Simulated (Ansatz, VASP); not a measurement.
## W in VASP and in Ansatz

```
W
1.0
     2.77339    0.00000    0.00000
    -1.38670    2.40183    0.00000
     0.00000    0.00000   10.19206
W
4
Direct
  0.33333 0.66667 0.38115
  0.66667 0.33333 0.88115
  0.66667 0.33333 0.61885
  0.33333 0.66667 0.11885
```

Alike in both runs: task relaxation of cell and atoms; functional PBE; k mesh 9 × 9 × 2; occupations gaussian, width 0.1 eV; no spin polarisation.

|  | VASP | Ansatz |
| --- | --- | --- |
| version | VASP 6.6.1 | Ansatz 0.2.0 |
| potentials or method | VASP PAW PBE potentials, release 64 (W_sv), cutoff 600 eV | scalar-relativistic, plane waves, PAW |
| valence electrons in the cell | 56 | 56 |

```csv
,VASP,Ansatz,Ansatz less VASP
"gap on the k mesh at the Fermi level, each at its own relaxed structure (eV)",none,none,-
relaxed volume (Å³/atom),17.10,17.07,-0.036
relaxed cell length with the largest relative difference (Å),2.765,2.763,-0.0024
```

A gap of «none» marks a metal or a gap that the smearing closes.

Neither program's run includes spin-orbit coupling.
